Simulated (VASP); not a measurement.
The system is Bi3S.

```
CELL_PARAMETERS angstrom
3.83768 0.00000 0.00000
0.00000 3.83768 0.00000
0.00000 0.00000 7.77746
ATOMIC_POSITIONS crystal
Bi 0.00000 0.00000 0.74742
Bi 0.00000 0.00000 0.25258
Bi 0.50000 0.50000 0.00000
S 0.50000 0.50000 0.50000
```

The cell was built from a structure type or drawn by symmetry, and may not be a known phase.

| Property | Result |
| --- | --- |
| Program | VASP 6.6.1 |
| Task | relaxation of cell and atoms |
| Functional | PBE |
| Potentials or basis | VASP PAW PBE potentials, release 64 (Bi_d, S) |
| Cutoff | 600 eV |
| k mesh | 4 × 4 × 2 |
| Occupations | gaussian, width 0.1 eV |
| Spin | no spin polarisation |

At the start: pressure -1.8 GPa; volume 28.64 Å³/atom.

Q: How do energy, volume and symmetry change on relaxing?

A: Over 18 steps the energy falls by 113.2 meV/atom and the volume is 27.30 Å³/atom (-4.7 %); space group P4/mmm (No. 123, to 0.1 Å) before and after.

The path:
| step | energy change (eV) | largest force (eV/Å) | pressure (GPa) | volume (Å³) |
| --- | --- | --- | --- | --- |
| 1 | 0.0000 | 0.8530 | -1.85 | 114.54 |
| 2 | -0.0958 | 0.9837 | 0.71 | 109.16 |
| 3 | -0.1138 | 1.1120 | 3.19 | 105.19 |
| 4 | -0.1577 | 0.9953 | 3.35 | 104.67 |
| 5 | -0.2216 | 0.3615 | 4.35 | 103.12 |
| 6 | -0.3081 | 0.3328 | 2.34 | 105.85 |
| 7 | -0.3791 | 0.1398 | -1.50 | 112.22 |
| 8 | -0.3800 | 0.1626 | -1.16 | 111.58 |
| 9 | -0.4072 | 0.1349 | -1.15 | 111.47 |
| 10 | -0.4365 | 0.1624 | -1.06 | 111.16 |
| 11 | -0.4176 | 0.0218 | -0.42 | 110.30 |
| 12 | -0.4460 | 0.1297 | -0.95 | 110.96 |
| 13 | -0.4477 | 0.1033 | -0.89 | 110.84 |
| 14 | -0.4526 | 0.0497 | 0.14 | 109.08 |
| 15 | -0.4526 | 0.0556 | 0.05 | 109.22 |
| 16 | -0.4526 | 0.0524 | 0.04 | 109.19 |
| 17 | -0.4526 | 0.0512 | 0.09 | 109.14 |
| 18 | -0.4529 | 0.0303 | 0.09 | 109.18 |

Final structure:
```yaml
crystal:
  lattice:
    - [3.66021, 0.00000, 0.00000]
    - [0.00000, 3.66021, 0.00000]
    - [0.00000, 0.00000, 8.14953]
  atoms:
    - { symbol: Bi, position: [0.00000, 0.00000, 0.71015] }
    - { symbol: Bi, position: [0.00000, 0.00000, 0.28985] }
    - { symbol: Bi, position: [0.50000, 0.50000, 0.00000] }
    - { symbol: S, position: [0.50000, 0.50000, 0.50000] }
```

Caveat: the k points lie up to 0.43 Å⁻¹ apart in the final cell, too coarse for converged energies and pressures of a metal.
